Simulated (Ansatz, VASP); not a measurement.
## One calculation of TiGeSe4, two programs

```
CELL_PARAMETERS angstrom
3.56109 0.00000 0.00000
-1.78055 3.08400 0.00000
0.00000 0.00000 13.47002
ATOMIC_POSITIONS crystal
Ti 0.00000 0.00000 0.00000
Ge 0.00000 0.00000 0.50000
Se 0.66667 0.33333 0.87191
Se 0.66667 0.33333 0.37710
Se 0.33333 0.66667 0.62290
Se 0.33333 0.66667 0.12809
```

Change from the starting cell: species swapped into the TaTiTe4 type (P-3m1, No. 164).

Alike in both runs: task single point; functional PBE; k mesh 6 × 6 × 2; occupations gaussian, width 0.1 eV; collinear spin.

```csv
,VASP,Ansatz
version,VASP 6.6.1,Ansatz 0.2.0
potentials or method,"VASP PAW PBE potentials, release 64 (Ti_sv, Ge_d, Se), cutoff 520 eV","scalar-relativistic, plane waves, PAW"
valence electrons in the cell,50,90
```

Ansatz gave:

- gap on the k mesh at the Fermi level (eV): none
- pressure (GPa): -4.5
- traceless stress, the component that is largest in VASP (GPa): -5.07
- rms of the force components (eV/Å): 0.655
- net moment per atom (μB): 0.00

What did VASP give for the same quantities?

gap on the k mesh at the Fermi level (eV): none; pressure (GPa): -4.4; traceless stress, the component that is largest in VASP (GPa): -5.04; rms of the force components (eV/Å): 0.649; net moment per atom (μB): 0.00.

Atom by atom the forces differ by 0.007 eV/Å (rms over components). A gap of «none» marks a metal or a gap that the smearing closes. VASP's potentials hold 50 valence electrons a cell and Ansatz's 90, so a difference there can come from the potentials and not from the codes. Ansatz's warnings: seeded moment not kept.
